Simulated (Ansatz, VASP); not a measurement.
# Two plane-wave programs on B4As3N

```
N As B
1.0
     5.26315   -1.61130   -0.00166
     5.26315    1.61130   -0.00166
    -0.95865    0.00000    5.47290
N As B
1 3 4
Direct
  0.00240 0.00240 0.01113
  0.50283 0.50283 0.49455
  0.74446 0.74446 0.23523
  0.25190 0.25190 0.76733
  0.44904 0.44904 0.85563
  0.94539 0.94539 0.26328
  0.15577 0.15577 0.05694
  0.69821 0.69821 0.56591
```

Alike in both runs: task single point; functional PBE; k mesh 8 × 8 × 6; occupations fermi-dirac, width 0.02 eV; no spin polarisation.

```csv
,VASP,Ansatz
version,VASP 6.6.1,Ansatz 0.2.0
potentials or method,"VASP PAW PBE potentials, release 64 (N, As, B)","plane waves, PAW"
plane-wave cutoff (eV),520,420
valence electrons in the cell,32,62
```

```tsv
	VASP	Ansatz	Ansatz less VASP
pressure (GPa)	3.0	2.2	-0.73
traceless stress, the component that is largest in VASP (GPa)	-0.26	-0.23	+0.028
rms of the force components (eV/Å)	0.081	0.062	-0.0193
```

Atom by atom the forces differ by 0.020 eV/Å (rms over components). VASP's potentials hold 32 valence electrons a cell and Ansatz's 62, so a difference there can come from the potentials and not from the codes.
